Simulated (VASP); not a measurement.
Set up this calculation in VASP 6.6.1, as the native input.

```yaml
Task: single point
Functional: PBE
Potentials_or_basis: VASP PAW PBE potentials, release 64 (Zr_sv, Si)
Cutoff: 520 eV
k_mesh: 3 × 3 × 6
Occupations: gaussian, width 0.1 eV
Spin: no spin polarisation
Dipole_correction: no
Further_INCAR_settings: ALGO = Normal; EDIFF = 1e-06; NBANDS = 27
```

The structure of ZrSi6 lies in POSCAR:

```
ZrSi6
1.0
    7.2099580805      0.0000000000      0.0000000000
   -3.6049790403      6.2440068580      0.0000000000
    0.0000000000      0.0000000000      2.6923348942
Zr Si
1 6
Direct
    0.0000000000      0.0000000000      0.0000000000
    0.2185551019      0.7814448981      0.0000000000
    0.2185551019      0.4371102038      0.0000000000
    0.5628897962      0.7814448981      0.0000000000
    0.7814448981      0.2185551019      0.0000000000
    0.7814448981      0.5628897962      0.0000000000
    0.4371102038      0.2185551019      0.0000000000
```

One way to write it, as run:

INCAR

```
ALGO = Normal
EDIFF = 1E-6
ENCUT = 520
GGA = PE
ISIF = 2
ISMEAR = 0
LASPH = True
LCHARG = False
LREAL = False
LWAVE = False
NBANDS = 27
NELM = 80
PREC = Accurate
SIGMA = 0.1
```

KPOINTS

```
k-points
0
Gamma
  3 3 6
```

Potentials or basis: VASP PAW PBE potentials, release 64 (Zr_sv, Si).

Launch:

```bash
$ cat potpaw_PBE.64/Zr_sv/POTCAR potpaw_PBE.64/Si/POTCAR > POTCAR
$ mpirun -np 1 vasp_std > vasp.out
```

It gave:

```json
{
 "Pressure": "0.0 GPa",
 "Largest force": "0.005 eV/Å",
 "Band gap on the k mesh": "zero (band 18 reaches 9.90 eV, above the bottom of band 19 at 7.67 eV)"
}
```

Caveat: the k points lie up to 0.39 Å⁻¹ apart.

Run time: 50 s on 1 thread of Intel(R) Xeon(R) Platinum 8488C (Sapphire Rapids), with other jobs on the host, peak memory 0.23 GiB.
